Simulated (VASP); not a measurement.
# InP (I-4m2) in VASP: single point with HSE06

Aim: the single point of InP with HSE06.

Everything below comes from runs of VASP 6.6.1. Logs are shortened: lines on timing, memory, paths and dates and some standing lists are left out, and cuts for length are marked.

### Step 1. The cell of the first run

The structure is tetragonal, space group I-4m2 (No. 119). The conventional cell has a = 4.177 Å, b = 4.177 Å, c = 5.801 Å, α = 90.00°, β = 90.00°, γ = 90.00°. In (site symmetry -4m2) has 4 P at 2.54 Å within 3.4 Å. P (site symmetry -4m2) has 4 In at 2.54 Å within 3.4 Å.

### Step 2. Single point, HSE06 (uniaxial x strain -1.8%)

Contents of POSCAR:

```
InP
1.0
    0.0000000000      2.9537876370      2.9537876370
    2.9003240808      0.0000000000      2.9537876370
    2.9003240808      2.9537876370      0.0000000000
In P
1 1
Direct
    0.0000000000      0.0000000000      0.0000000000
    0.2500000000      0.2500000000      0.2500000000
```

Contents of INCAR.step1:

```
SYSTEM = InP
ALGO = Normal
EDIFF = 1E-5
ENCUT = 520
GGA = PE
ISIF = 2
ISMEAR = 0
KPAR = 4
LASPH = .True.
LCHARG = .False.
LREAL = .False.
LWAVE = .True.
NBANDS = 16
NELM = 80
PREC = Accurate
SIGMA = 0.01
```

Contents of INCAR.step2:

```
SYSTEM = InP
ALGO = Normal
EDIFF = 1E-7
ENCUT = 520
GGA = PE
HFSCREEN = 0.2079
ISIF = 2
ISMEAR = 0
ISTART = 1
KPAR = 4
LASPH = .True.
LCHARG = .False.
LHFCALC = .True.
LREAL = .False.
LWAVE = .False.
NBANDS = 16
NELM = 80
PREC = Accurate
PRECFOCK = Normal
SIGMA = 0.01
```

Contents of KPOINTS:

```
k-points
0
Gamma
  6 6 6
  0 0 0
```

Potentials or basis: VASP PAW PBE potentials, release 64 (In_d, P).

Run with:

```sh
> cat potpaw_PBE.64/In_d/POTCAR potpaw_PBE.64/P/POTCAR > POTCAR
> cp INCAR.step1 INCAR
> mpirun -np 4 vasp_std > vasp.out
> cp INCAR.step2 INCAR
> mpirun -np 4 vasp_std > vasp.out
```

OUTCAR:

```text
SYSTEM = InP
   EDIFF = 1E-7
   ENCUT = 520
   GGA = PE
   HFSCREEN = 0.2079
   ISIF = 2
   ISMEAR = 0
   ISTART = 1
   LASPH = .True.
   LHFCALC = .True.
   LREAL = .False.
   NELM = 80
   PREC = Accurate
   PRECFOCK = Normal

 ion  position               nearest neighbor table
   1  0.000  0.000  0.000-   2 2.54   2 2.54   2 2.54   2 2.54
   2  0.250  0.250  0.250-   1 2.54   1 2.54   1 2.54   1 2.54

  LATTYP: Found a body centered tetragonal cell.
 ALAT       =     4.1772865366
 C/A-ratio  =     1.3886162969

  Lattice vectors:

 A1 = (  -2.9003240808,   0.0000000000,  -2.9537876370)
 A2 = (  -2.9003240808,   0.0000000000,   2.9537876370)
 A3 = (   2.9003240808,   2.9537876370,   0.0000000000)

Analysis of symmetry for initial positions (statically):
=====================================================================
 Subroutine PRICEL returns:
 Original cell was already a primitive cell.

 Routine SETGRP: Setting up the symmetry group for a
 body centered tetragonal supercell.

 Subroutine GETGRP returns: Found  8 space group operations
 (whereof  8 operations were pure point group operations)
 out of a pool of 16 trial point group operations.

The static configuration has the point symmetry D_2d.

Analysis of symmetry for dynamics (positions and initial velocities):
=====================================================================
 Subroutine PRICEL returns:
 Original cell was already a primitive cell.

 Routine SETGRP: Setting up the symmetry group for a
 body centered tetragonal supercell.

 Subroutine GETGRP returns: Found  8 space group operations
 (whereof  8 operations were pure point group operations)
 out of a pool of 16 trial point group operations.

The dynamic configuration has the point symmetry D_2d.

 Subroutine INISYM returns: Found  8 space group operations
 (whereof  8 operations are pure point group operations),
 and found     1 'primitive' translations

----------------------------------------------------------------------------------------

                                     Primitive cell

  volume of cell :      50.6099

  direct lattice vectors                    reciprocal lattice vectors
     0.000000000  2.953787637  2.953787637    -0.172394528  0.169274187  0.169274187
     2.900324081  0.000000000  2.953787637     0.172394528 -0.169274187  0.169274187
     2.900324081  2.953787637  0.000000000     0.172394528  0.169274187 -0.169274187

  length of vectors
     4.177286537  4.139654717  4.139654717     0.295004023  0.295004023  0.295004023

  position of ions in fractional coordinates (direct lattice)
     0.000000000  0.000000000  0.000000000
     0.250000000  0.250000000  0.250000000

  ion indices of the primitive-cell ions
   primitive index   ion index
                 1           1
                 2           2

----------------------------------------------------------------------------------------

 KPOINTS: k-points

Automatic generation of k-mesh.
 Grid dimensions read from file:
 generate k-points for:    6    6    6

 Generating k-lattice:

  Cartesian coordinates                     Fractional coordinates (reciprocal lattice)
    -0.028732421  0.028212364  0.028212364     0.166666667  0.000000000  0.000000000
     0.028732421 -0.028212364  0.028212364     0.000000000  0.166666667  0.000000000
     0.028732421  0.028212364 -0.028212364     0.000000000  0.000000000  0.166666667

  Length of vectors
     0.049167337  0.049167337  0.049167337

  Shift w.r.t. Gamma in fractional coordinates (k-lattice)
     0.000000000  0.000000000  0.000000000

 Subroutine IBZKPT returns following result:
 ===========================================

 Found     30 irreducible k-points:

 Following reciprocal coordinates:
            Coordinates               Weight
  0.000000  0.000000  0.000000      1.000000
  0.166667  0.000000  0.000000      8.000000
  0.333333 -0.000000 -0.000000      8.000000
  0.500000  0.000000  0.000000      4.000000
  0.166667  0.166667  0.000000      4.000000
  0.333333  0.166667 -0.000000     16.000000
[... 16 lines left out ...]
 -0.333333  0.500000  0.166667      4.000000
  0.333333 -0.333333  0.166667      8.000000
 [... further k-points ...]
   k-points           NKPTS =     30   k-points in BZ     NKDIM =    216   number of bands    NBANDS=     16
   number of dos      NEDOS =    301   number of ions     NIONS =      2
   total plane-waves  NPLWV =  32768
   dimension x,y,z NGX =    32 NGY =   32 NGZ =   32
   dimension x,y,z NGXF=    64 NGYF=   64 NGZF=   64
   ions per type =               1   1
   NGX,Y,Z   is equivalent  to a cutoff of  12.74, 12.85, 12.85 a.u.
   NGXF,Y,Z  is equivalent  to a cutoff of  25.47, 25.70, 25.70 a.u.
 SYSTEM =  InP
   PREC   = accura    normal or accurate (medium, high low for compatibility)
   ISTART =      1    job   : 0-new  1-cont  2-samecut
   ICHARG =      0    charge: 1-file 2-atom 10-const
   ISPIN  =      1    spin polarized calculation?
   LNONCOLLINEAR =      F non collinear calculations
   LSORBIT =      F    spin-orbit coupling
   LASPH  =      T    aspherical Exc in radial PAW
   ENCUT  =  520.0 eV  38.22 Ry    6.18 a.u.   7.77  7.70  7.70*2*pi/ulx,y,z
   NELM   =     80;   NELMIN=  2; NELMDL=  0     # of ELM steps
   EDIFF  = 0.1E-06   stopping-criterion for ELM
   LREAL  =      F    real-space projection
   EDIFFG = 0.1E-05   stopping-criterion for IOM
   NSW    =      0    number of steps for IOM
   IBRION =     -1    ionic relax: 0-MD 1-quasi-New 2-CG
   NFREE  =      0    steps in history (QN), initial steepest desc. (CG)
   ISIF   =      2    stress and relaxation
   ISYM   =      3    0-nonsym 1-usesym 2-fastsym
   POTIM  = 0.5000    time-step for ionic-motion
   TEBEG  =    0.0;   TEEND  =   0.0 temperature during run
   PSTRESS=    0.0 pullay stress
   NELECT =      18.0000    total number of electrons
   NUPDOWN=      -1.0000    fix difference up-down
   EMIN   =  10.00;   EMAX   =-10.00  energy-range for DOS
   EFERMI =   0.00;   METHOD = LEGACY
   ISMEAR =     0;   SIGMA  =   0.01  broadening in eV -4-tet -1-fermi 0-gaus
   EFERMI_NEDOS =   21; number of points for ismear=-14 and -15
   IALGO  =     38    algorithm
   IMIX   =      1    mixing-type and parameters
     AMIX     =   0.40;   BMIX     =  1.00
     AMIX_MAG =   1.60;   BMIX_MAG =  1.00
  volume/ion in A,a.u.               =      25.30       170.77
  Fermi-wavevector in a.u.,A,eV,Ry     =   1.159900  2.191894 18.304851  1.345369
  Thomas-Fermi vector in A             =   2.296488
   LORBIT       =      0    0 simple, 1 ext, 2 COOP (PROOUT), +10 PAW based schemes
   GGA     = PE    functional components
   LHFCALC =     T    Hartree Fock is set to
   PRECFOCK=normal    Normal, Fast or Accurate (Low or Medium for compatibility)
   ENCUT4O =  -1.0   cutoff for four orbital integrals eV
   NKREDX  =     1    reduce k-point grid by
   NKREDY  =     1    reduce k-point grid by
   NKREDZ  =     1    reduce k-point grid by
   AEXX    =    0.2500 exact exchange contribution
   HFSCREEN=    0.2079 screening length (either q_TF or 0.3 A-1)
   HFSCREENC=   0.2079 screening length for correlation (either q_TF or 0.3 A-1)
   ENCUTFOCK=  -1.0 apply spherical cutoff to Coloumb kernel
   IVDW    =     0    specifies the selected vdW correction
   LEPSILON=     F    determine dielectric tensor
   LRPA    =     F    only Hartree local field effects (RPA)
 non-spin polarized calculation
 Gauss-broadening in eV      SIGMA  =   0.01
  energy-cutoff  :      520.00
  volume of cell :       50.61
 maximum number of plane-waves:      1395
  NGX = 24; NGY = 24; NGZ = 24

 number of electron      18.0000006 magnetization

 Free energy of the ion-electron system (eV)
  ---------------------------------------------------
  ext. energy  EPLUGINS =         0.00000000
  ---------------------------------------------------
  free energy    TOTEN  =        -9.98182657 eV

  energy without entropy =       -9.98182657  energy(sigma->0) =       -9.98182657

 E-fermi :   4.8516     XC(G=0):  -7.7114

 val. band max:        4.7674148214   @ k =   0.0000   0.0000   0.0000
 cond. band min:       6.1724650457   @ k =   0.0000   0.0000   0.0000
 fundamental gap:      1.4050502244
 Fermi energy:         4.8516481529

 k-point     1 :       0.0000    0.0000    0.0000
  band No.  band energies     occupation
      1     -11.1675      2.00000
      2     -11.1675      2.00000
      3     -11.1594      2.00000
      4     -11.0077      2.00000
      5     -11.0043      2.00000
      6      -7.9926      2.00000
[... 8 lines left out ...]
     15      15.0503      0.00000
     16      15.3412      0.00000

 k-point     2 :       0.1667    0.0000    0.0000
  band No.  band energies     occupation
      1     -11.1947      2.00000
      2     -11.1549      2.00000
      3     -11.1496      2.00000
      4     -11.0079      2.00000
      5     -11.0035      2.00000
      6      -7.6552      2.00000
[... 8 lines left out ...]
     15      14.3577      0.00000
     16      15.1755      0.00000

 k-point     3 :       0.3333   -0.0000   -0.0000
  band No.  band energies     occupation
      1     -11.2505      2.00000
      2     -11.1347      2.00000
      3     -11.1298      2.00000
      4     -11.0033      2.00000
      5     -10.9964      2.00000
      6      -6.7837      2.00000
[... 8 lines left out ...]
     15      14.8422      0.00000
     16      14.8527      0.00000

 k-point     4 :       0.5000    0.0000    0.0000
  band No.  band energies     occupation
      1     -11.2771      2.00000
      2     -11.1276      2.00000
      3     -11.1227      2.00000
      4     -10.9979      2.00000
      5     -10.9897      2.00000
      6      -6.1383      2.00000
[... 8 lines left out ...]
     15      16.4618      0.00000
     16      16.5990      0.00000

 k-point     5 :       0.1667    0.1667    0.0000
  band No.  band energies     occupation
      1     -11.2186      2.00000
      2     -11.1414      2.00000
      3     -11.1355      2.00000
      4     -11.0153      2.00000
      5     -10.9987      2.00000
      6      -7.5486      2.00000
[... 8 lines left out ...]
     15      15.5171      0.00000
     16      16.2743      0.00000

 k-point     6 :       0.3333    0.1667   -0.0000
  band No.  band energies     occupation
      1     -11.2616      2.00000
      2     -11.1220      2.00000
      3     -11.1150      2.00000
      4     -11.0196      2.00000
      5     -10.9921      2.00000
      6      -6.8485      2.00000
[... 8 lines left out ...]
     15      15.7666      0.00000
     16      16.4983      0.00000
[... 267 lines left out ...]
 k-point    21 :      -0.1667    0.3333    0.1667
  band No.  band energies     occupation
      1     -11.2915      2.00000
      2     -11.1102      2.00000
      3     -11.0924      2.00000
      4     -11.0295      2.00000
      5     -10.9850      2.00000
      6      -6.0836      2.00000
[... 8 lines left out ...]
     15      17.0526      0.00000
     16      17.7142      0.00000

 k-point    22 :       0.3333    0.5000    0.1667
  band No.  band energies     occupation
      1     -11.2920      2.00000
      2     -11.1091      2.00000
      3     -11.0918      2.00000
      4     -11.0227      2.00000
      5     -10.9910      2.00000
      6      -6.1138      2.00000
[... 8 lines left out ...]
     15      17.0748      0.00000
     16      17.6828      0.00000

 k-point    23 :      -0.3333    0.5000    0.1667
  band No.  band energies     occupation
      1     -11.3207      2.00000
      2     -11.0925      2.00000
      3     -11.0666      2.00000
      4     -11.0337      2.00000
      5     -10.9863      2.00000
      6      -5.3816      2.00000
[... 8 lines left out ...]
     15      17.3612      0.00000
     16      17.9224      0.00000

 k-point    24 :       0.3333   -0.3333    0.1667
  band No.  band energies     occupation
      1     -11.3011      2.00000
      2     -11.1093      2.00000
      3     -11.0814      2.00000
      4     -11.0155      2.00000
      5     -10.9977      2.00000
      6      -5.6031      2.00000
[... 8 lines left out ...]
     15      16.8587      0.00000
     16      17.3665      0.00000

 [... further k-points ...]

------------------------ aborting loop because EDIFF is reached ----------------------------------------

  FORCE on cell =-STRESS in cart. coord.  units (eV):
  Direction    XX          YY          ZZ          XY          YZ          ZX
  --------------------------------------------------------------------------------------
  -------------------------------------------------------------------------------------
  Total        0.4807121      0.2216591      0.2216591      0.0000000      0.0000000     -0.0000000
  in kB       15.2181044      7.0171552      7.0171552      0.0000000      0.0000000     -0.0000000
  external PRESSURE =       9.7508049 kB  Pullay stress =       0.0000000 kB

 VOLUME and BASIS-vectors are now :
 -----------------------------------------------------------------------------
  energy-cutoff  :      520.00
  volume of cell :       50.61
      direct lattice vectors                 reciprocal lattice vectors
     0.000000000  2.953787637  2.953787637    -0.172394528  0.169274187  0.169274187
     2.900324081  0.000000000  2.953787637     0.172394528 -0.169274187  0.169274187
     2.900324081  2.953787637  0.000000000     0.172394528  0.169274187 -0.169274187

 POSITION                                       TOTAL-FORCE (eV/Angst)
 -----------------------------------------------------------------------------------
      0.00000      0.00000      0.00000        -0.000000      0.000000     -0.000000
      1.45016      1.47689      1.47689         0.000000      0.000000      0.000000
 -----------------------------------------------------------------------------------
    total drift:                                0.000000     -0.000000      0.000000

  FREE ENERGIE OF THE ION-ELECTRON SYSTEM (eV)
  ---------------------------------------------------
  free  energy   TOTEN  =        -9.9818265681 eV

  energy  without entropy=       -9.9818265681  energy(sigma->0) =       -9.98182657
```

It took 54 min on 4 MPI ranks of Oxide Virtual Turin-like, shared host; peak memory 0.28 GiB.

What came out:

```yaml
Free_energy: -9.9818 eV
Pressure: 1.0 GPa
Band_gap_on_the_k_mesh: 1.41 eV
```

Levels at points of the mesh, in eV from the valence-band top:
```
           k point  band 6  band 7  band 8  band 9  band 10  band 11  band 12  band 13
(0.00, 0.00, 0.00)  -12.76   -0.09   -0.09    0.00     1.41     4.84     4.87     4.87
(0.50, 0.00, 0.00)  -10.91   -6.27   -1.17   -1.05     2.18     5.53     5.67     7.97
(0.50, 0.50, 0.00)  -10.22   -6.31   -2.55   -2.53     2.35     2.99    10.26    10.73
(0.00, 0.50, 0.50)  -10.15   -6.19   -2.65   -2.65     2.25     2.82    10.44    10.80
```

Caveat: the cell differs from its parent crystal (uniaxial x strain -1.8%); the PAW data sets were made with another functional, which shifts forces and pressure a little; spin-orbit coupling is left out, which moves the levels of the heavy elements.
